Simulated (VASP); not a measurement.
# AlP (F-43m) in VASP: further runs, part 2 of 2

VASP 6.6.1.

### 3 Single point, PBE+D3(BJ)

This run uses another cell than the first one, of 21.46 Å³/atom, 1.019 times its volume.

INCAR

```
SYSTEM = AlP
ALGO = Normal ; EDIFF = 1E-6
ENCUT = 500 ; GGA = PE
GGA_COMPAT = .FALSE. ; ISIF = 2
ISMEAR = -1 ; IVDW = 12
LASPH = .TRUE. ; LCHARG = .TRUE.
LELF = .TRUE. ; LREAL = .FALSE.
LVHAR = .TRUE. ; LWAVE = .FALSE.
NBANDS = 11 ; NELM = 120
PREC = Accurate ; SIGMA = 0.01
```

KPOINTS

```
k-points
0
G
  6 6 6
  0 0 0
```

POSCAR

```
AlP
1.0
    0.0000000000      2.7789547475      2.7789547475
    2.7789547475      0.0000000000      2.7789547475
    2.7789547475      2.7789547475      0.0000000000
Al P
1 1
Direct
    0.0000000000      0.0000000000      0.0000000000
    0.2500000000      0.2500000000      0.2500000000
```

Potentials or basis: VASP PAW PBE potentials, release 64 (Al, P).

On the command line:

```sh
$ cat potpaw_PBE.64/Al/POTCAR potpaw_PBE.64/P/POTCAR > POTCAR
$ mpirun -np 1 vasp_std > vasp.out
```

OUTCAR:

```text
SYSTEM = AlP
   EDIFF = 1E-6
   ENCUT = 500
   GGA = PE
   ISIF = 2
   ISMEAR = -1
   IVDW = 12
   LASPH = .TRUE.
   LREAL = .FALSE.
   NELM = 120
   PREC = Accurate
 IVDW          = 12

 ion  position               nearest neighbor table
   1  0.000  0.000  0.000-   2 2.41   2 2.41   2 2.41   2 2.41
   2  0.250  0.250  0.250-   1 2.41   1 2.41   1 2.41   1 2.41

  LATTYP: Found a face centered cubic cell.
 ALAT       =     5.5579094950

  Lattice vectors:

 A1 = (   0.0000000000,   2.7789547475,   2.7789547475)
 A2 = (   2.7789547475,   0.0000000000,   2.7789547475)
 A3 = (   2.7789547475,   2.7789547475,   0.0000000000)

Analysis of symmetry for initial positions (statically):
=====================================================================
 Subroutine PRICEL returns:
 Original cell was already a primitive cell.

 Routine SETGRP: Setting up the symmetry group for a
 face centered cubic supercell.

 Subroutine GETGRP returns: Found 24 space group operations
 (whereof 24 operations were pure point group operations)
 out of a pool of 48 trial point group operations.

The static configuration has the point symmetry T_d .

Analysis of symmetry for dynamics (positions and initial velocities):
=====================================================================
 Subroutine PRICEL returns:
 Original cell was already a primitive cell.

 Routine SETGRP: Setting up the symmetry group for a
 face centered cubic supercell.

 Subroutine GETGRP returns: Found 24 space group operations
 (whereof 24 operations were pure point group operations)
 out of a pool of 48 trial point group operations.

The dynamic configuration has the point symmetry T_d .

 Subroutine INISYM returns: Found 24 space group operations
 (whereof 24 operations are pure point group operations),
 and found     1 'primitive' translations

----------------------------------------------------------------------------------------

                                     Primitive cell

  volume of cell :      42.9215

  direct lattice vectors                    reciprocal lattice vectors
     0.000000000  2.778954747  2.778954747    -0.179923765  0.179923765  0.179923765
     2.778954747  0.000000000  2.778954747     0.179923765 -0.179923765  0.179923765
     2.778954747  2.778954747  0.000000000     0.179923765  0.179923765 -0.179923765

  length of vectors
     3.930035493  3.930035493  3.930035493     0.311637102  0.311637102  0.311637102

  position of ions in fractional coordinates (direct lattice)
     0.000000000  0.000000000  0.000000000
     0.250000000  0.250000000  0.250000000

  ion indices of the primitive-cell ions
   primitive index   ion index
                 1           1
                 2           2

----------------------------------------------------------------------------------------

 KPOINTS: k-points

Automatic generation of k-mesh.
 Grid dimensions read from file:
 generate k-points for:    6    6    6

 Generating k-lattice:

  Cartesian coordinates                     Fractional coordinates (reciprocal lattice)
    -0.029987294  0.029987294  0.029987294     0.166666667  0.000000000  0.000000000
     0.029987294 -0.029987294  0.029987294     0.000000000  0.166666667  0.000000000
     0.029987294  0.029987294 -0.029987294     0.000000000  0.000000000  0.166666667

  Length of vectors
     0.051939517  0.051939517  0.051939517

  Shift w.r.t. Gamma in fractional coordinates (k-lattice)
     0.000000000  0.000000000  0.000000000

 Subroutine IBZKPT returns following result:
 ===========================================

 Found     16 irreducible k-points:

 Following reciprocal coordinates:
            Coordinates               Weight
  0.000000  0.000000  0.000000      1.000000
  0.166667  0.000000  0.000000      8.000000
  0.333333  0.000000  0.000000      8.000000
  0.500000  0.000000  0.000000      4.000000
  0.166667  0.166667  0.000000      6.000000
  0.333333  0.166667  0.000000     24.000000
[... 8 lines left out ...]
 -0.333333  0.333333  0.166667     24.000000
 -0.333333  0.500000  0.166667     12.000000
   k-points           NKPTS =     16   k-points in BZ     NKDIM =     16   number of bands    NBANDS=     11
   number of dos      NEDOS =    301   number of ions     NIONS =      2
   total plane-waves  NPLWV =  27000
   dimension x,y,z NGX =    30 NGY =   30 NGZ =   30
   dimension x,y,z NGXF=    60 NGYF=   60 NGZF=   60
   ions per type =               1   1
   NGX,Y,Z   is equivalent  to a cutoff of  12.69, 12.69, 12.69 a.u.
   NGXF,Y,Z  is equivalent  to a cutoff of  25.38, 25.38, 25.38 a.u.
 SYSTEM =  AlP
   PREC   = accura    normal or accurate (medium, high low for compatibility)
   ISTART =      0    job   : 0-new  1-cont  2-samecut
   ICHARG =      2    charge: 1-file 2-atom 10-const
   ISPIN  =      1    spin polarized calculation?
   LNONCOLLINEAR =      F non collinear calculations
   LSORBIT =      F    spin-orbit coupling
   LASPH  =      T    aspherical Exc in radial PAW
   ENCUT  =  500.0 eV  36.75 Ry    6.06 a.u.   7.17  7.17  7.17*2*pi/ulx,y,z
   NELM   =    120;   NELMIN=  2; NELMDL= -5     # of ELM steps
   EDIFF  = 0.1E-05   stopping-criterion for ELM
   LREAL  =      F    real-space projection
   EDIFFG = 0.1E-04   stopping-criterion for IOM
   NSW    =      0    number of steps for IOM
   IBRION =     -1    ionic relax: 0-MD 1-quasi-New 2-CG
   NFREE  =      0    steps in history (QN), initial steepest desc. (CG)
   ISIF   =      2    stress and relaxation
   ISYM   =      2    0-nonsym 1-usesym 2-fastsym
   POTIM  = 0.5000    time-step for ionic-motion
   TEBEG  =    0.0;   TEEND  =   0.0 temperature during run
   PSTRESS=    0.0 pullay stress
   NELECT =       8.0000    total number of electrons
   NUPDOWN=      -1.0000    fix difference up-down
   EMIN   =  10.00;   EMAX   =-10.00  energy-range for DOS
   EFERMI =   0.00;   METHOD = LEGACY
   ISMEAR =    -1;   SIGMA  =   0.01  broadening in eV -4-tet -1-fermi 0-gaus
   EFERMI_NEDOS =   21; number of points for ismear=-14 and -15
   IALGO  =     38    algorithm
   IMIX   =      4    mixing-type and parameters
     AMIX     =   0.40;   BMIX     =  1.00
     AMIX_MAG =   1.60;   BMIX_MAG =  1.00
  volume/ion in A,a.u.               =      21.46       144.82
  Fermi-wavevector in a.u.,A,eV,Ry     =   0.935147  1.767172 11.898301  0.874500
  Thomas-Fermi vector in A             =   2.062025
   LORBIT       =      0    0 simple, 1 ext, 2 COOP (PROOUT), +10 PAW based schemes
   GGA     = PE    functional components
   LHFCALC =     F    Hartree Fock is set to
   AEXX    =    0.0000 exact exchange contribution
   IVDW    =    12    specifies the selected vdW correction
   LEPSILON=     F    determine dielectric tensor
   LRPA    =     F    only Hartree local field effects (RPA)
 non-spin polarized calculation
  energy-cutoff  :      500.00
  volume of cell :       42.92
 maximum number of plane-waves:      1113
 NGX is ok and might be reduce to    30
   NGX = 15   NGY = 15   NGZ = 15

 number of electron       8.0000000 magnetization

 Free energy of the ion-electron system (eV)
  ---------------------------------------------------
  ext. energy  EPLUGINS =         0.00000000
  ---------------------------------------------------
  free energy    TOTEN  =       -10.36119910 eV

  energy without entropy =      -10.36119910  energy(sigma->0) =      -10.36119910

 E-fermi :   4.3257     XC(G=0):  -9.0012

 val. band max:        4.1083951745   @ k =   0.0000   0.0000   0.0000
 cond. band min:       5.7856166453   @ k =   0.5000   0.5000   0.0000
 fundamental gap:      1.6772214709
 Fermi energy:         4.3257275375

 k-point     1 :       0.0000    0.0000    0.0000
  band No.  band energies     occupation
      1      -7.0999      2.00000
      2       4.1084      2.00000
      3       4.1084      2.00000
      4       4.1084      2.00000
      5       6.9618      0.00000
      6       8.5913      0.00000
      7       8.5913      0.00000
      8       8.5913      0.00000
      9      12.8785      0.00000
     10      12.8785      0.00000
     11      14.0325      0.00000
[... 197 lines left out ...]
 k-point    16 :      -0.3333    0.5000    0.1667
  band No.  band energies     occupation
      1      -4.9071      2.00000
      2      -0.7864      2.00000
      3       1.3706      2.00000
      4       1.6009      2.00000
      5       7.4401      0.00000
      6       8.3365      0.00000
      7      11.5475      0.00000
      8      11.8871      0.00000
      9      14.9443      0.00000
     10      15.7712      0.00000
     11      16.9754      0.00000

------------------------ aborting loop because EDIFF is reached ----------------------------------------

 Edisp (eV)   -0.58100

 E8    (eV) :    -0.2400

  FORCE on cell =-STRESS in cart. coord.  units (eV):
  Direction    XX          YY          ZZ          XY          YZ          ZX
  --------------------------------------------------------------------------------------
  -------------------------------------------------------------------------------------
  Total      -1.22773    -1.22773    -1.22773    -0.00000     0.00000     0.00000
  in kB     -45.82895   -45.82895   -45.82895    -0.00000     0.00000     0.00000
  external pressure =      -45.83 kB  Pullay stress =        0.00 kB

 VOLUME and BASIS-vectors are now :
 -----------------------------------------------------------------------------
  energy-cutoff  :      500.00
  volume of cell :       42.92
      direct lattice vectors                 reciprocal lattice vectors
     0.000000000  2.778954747  2.778954747    -0.179923765  0.179923765  0.179923765
     2.778954747  0.000000000  2.778954747     0.179923765 -0.179923765  0.179923765
     2.778954747  2.778954747  0.000000000     0.179923765  0.179923765 -0.179923765

 POSITION                                       TOTAL-FORCE (eV/Angst)
 -----------------------------------------------------------------------------------
      0.00000      0.00000      0.00000        -0.000000     -0.000000     -0.000000
      1.38948      1.38948      1.38948         0.000000      0.000000      0.000000
 -----------------------------------------------------------------------------------
    total drift:                               -0.000000     -0.000000     -0.000000

  FREE ENERGIE OF THE ION-ELECTRON SYSTEM (eV)
  ---------------------------------------------------
  free  energy   TOTEN  =       -10.9421974555 eV

  energy  without entropy=      -10.9421974555  energy(sigma->0) =      -10.94219746
```

OSZICAR:

```text
N       E                     dE             d eps       ncg     rms          rms(c)
DAV:   1     0.122196664442E+02    0.12220E+02   -0.30426E+03   352   0.532E+02
DAV:   2    -0.968403408235E+01   -0.21904E+02   -0.21197E+02   459   0.866E+01
DAV:   3    -0.106874409524E+02   -0.10034E+01   -0.10012E+01   435   0.178E+01
DAV:   4    -0.106972059959E+02   -0.97650E-02   -0.97644E-02   444   0.221E+00
DAV:   5    -0.106973505838E+02   -0.14459E-03   -0.14459E-03   448   0.249E-01    0.430E+00
DAV:   6    -0.103977435301E+02    0.29961E+00   -0.64236E-01   388   0.291E+00    0.270E+00
DAV:   7    -0.103604975288E+02    0.37246E-01   -0.20545E-01   415   0.182E+00    0.139E+00
DAV:   8    -0.103611058425E+02   -0.60831E-03   -0.15046E-02   393   0.592E-01    0.256E-01
DAV:   9    -0.103610088516E+02    0.96991E-04   -0.74774E-04   427   0.147E-01    0.110E-01
DAV:  10    -0.103611939981E+02   -0.18515E-03   -0.28896E-04   373   0.871E-02    0.159E-02
DAV:  11    -0.103611982486E+02   -0.42504E-05   -0.27510E-05   462   0.230E-02    0.626E-03
DAV:  12    -0.103611991020E+02   -0.85348E-06   -0.14633E-06   400   0.706E-03
   1 F= -.10942197E+02 E0= -.10942197E+02  d E =-.230000E-11
```

stdout:

```text
POSCAR found type information on POSCAR AlP
 POSCAR found :  2 types and       2 ions
 scaLAPACK will be used
 LDA part: xc-table for (Slater+PW92), standard interpolation
 POSCAR, INCAR and KPOINTS ok, starting setup
 FFT: planning ... GRIDC
 FFT: planning ... GRID_SOFT
 FFT: planning ... GRID
 WAVECAR not read
 entering main loop
```

Wall time 6.1 s (1 thread of AMD EPYC 9R45 (Zen 5), shared host); peak memory 0.14 GiB.

What came out:

```yaml
Free_energy: -10.9422 eV
Pressure: -4.6 GPa
Band_gap_on_the_k_mesh: 1.68 eV, indirect (least direct gap 2.85 eV)
Dispersion_energy_per_atom: -0.290 eV
```
